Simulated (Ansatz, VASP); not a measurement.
# One calculation of Ta, two programs

Contents of INCAR:

```
  PREC = Accurate
  ENCUT = 520
  EDIFF = 1E-6
  ISMEAR = 1
  SIGMA = 0.2
  LREAL = F
  LASPH = T
  NELM = 60
  ALGO = Normal
  ISIF = 2
  LWAVE = F
  LCHARG = F
  GGA = RP
  IVDW = 12
  NBANDS = 18
```

Contents of KPOINTS:

```
regular mesh
0
Gamma
  11 11 5
```

File POSCAR:

```
Ta
1.0
    2.9385392399      0.0000000000      0.0000000000
   -1.4692696200      2.5448496318      0.0000000000
    0.0000000000      0.0000000000      5.2342590858
Ta
2
Direct
    0.3333333333      0.6666666667      0.2500000000
    0.6666666667      0.3333333333      0.7500000000
```

File input.yaml:

```yaml
crystal:
  lattice:
    - [2.9385392399, 0.0, 0.0]
    - [-1.46926962, 2.5448496318, 0.0]
    - [0.0, 0.0, 5.2342590858]
  atoms:
    - { symbol: Ta, position: [0.3333333333, 0.6666666667, 0.25] }
    - { symbol: Ta, position: [0.6666666667, 0.3333333333, 0.75] }
kpoints:
  mp_grid: { grid: [11, 11, 5] }
scf:
  occupations: { method: methfessel_paxton, width: 0.2 }
hamiltonian:
  xc: rpbe
  dispersion: d3bj
  pseudopotentials: { kind: all_electron, lapw: { basis_error: 0.001 } }
output:
  forces: true
  stress: true
  eigenvalues: true
```

Change from the starting cell: volume scaled by 1.04.

Alike in both runs: task single point; functional RPBE; dispersion D3(BJ); k mesh 11 × 11 × 5; occupations methfessel-paxton of order 1, width 0.2 eV; no spin polarisation.

|  | VASP | Ansatz |
| --- | --- | --- |
| version | VASP 6.6.1 | Ansatz 0.2.0 |
| potentials or method | VASP PAW PBE potentials, release 64 (Ta_pv), cutoff 520 eV | all-electron LAPW, scalar-relativistic |

```csv
,VASP,Ansatz,Ansatz less VASP
gap on the k mesh at the Fermi level (eV),none,none,-
pressure (GPa),-43.2,-43.1,+0.06
"traceless stress, the component that is largest in VASP (GPa)",-1.86,-1.87,-0.004
```

VASP's potentials were made for PBE, not for RPBE. A gap of «none» marks a metal or a gap that the smearing closes. Both programs put the cell under strong tension, so it lies far from rest at this level. Ansatz ran all-electron here, and VASP with PAW potentials.

Neither program's run includes spin-orbit coupling. Noted on VASP's run: the cell as given lies far from equilibrium.
